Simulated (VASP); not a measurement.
# Ag: single point with PBE

The system is Ag.

```
Ag
1.0
     3.02492    0.00000    0.00000
    -1.51246    2.61966    0.00000
     0.00000    0.00000    9.27661
Ag
4
Direct
  0.33333 0.66667 0.25000
  0.66667 0.33333 0.75000
  0.00000 0.00000 0.00000
  0.00000 0.00000 0.50000
```

This cell differs from its parent crystal: strain +0.030 along x and y, -0.030 along z.

```json
{
 "Program": "VASP 6.6.1",
 "Task": "single point",
 "Functional": "PBE",
 "Potentials or basis": "VASP PAW PBE potentials, release 64 (Ag)",
 "Cutoff": "520 eV",
 "k mesh": "18 × 18 × 6",
 "Occupations": "gaussian, width 0.15 eV",
 "Spin": "no spin polarisation"
}
```

```
Pressure               : -2.0 GPa
Band gap on the k mesh : zero (bands 22 and 23 overlap by 5.84 eV)
```

Stress tensor (GPa, compression positive):
```
-3.58  0.00  0.00
 0.00 -3.58  0.00
 0.00  0.00  1.04
```

Levels at points of the mesh, in eV from the Fermi level:
```csv
k point,band 19,band 20,band 21,band 22,band 23,band 24,band 25,band 26
"(0.00, 0.00, 0.00)",-3.66,-3.35,-3.35,-2.96,-2.96,0.24,4.01,11.87
"(0.50, 0.00, 0.00)",-2.84,-2.79,-0.22,0.69,0.78,1.26,3.73,3.88
"(0.00, 0.00, 0.50)",-3.15,-3.15,-3.15,-3.15,-1.98,-1.98,7.06,7.06
"(0.50, 0.00, 0.50)",-2.94,-2.94,0.12,0.12,1.12,1.12,4.41,4.41
```

Run time: 5.9 min on 1 thread of Intel Xeon 8259CL, on a shared host, peak memory 0.36 GiB.

Caveat: the cell differs from its parent crystal (strain +0.030 along x and y, -0.030 along z).
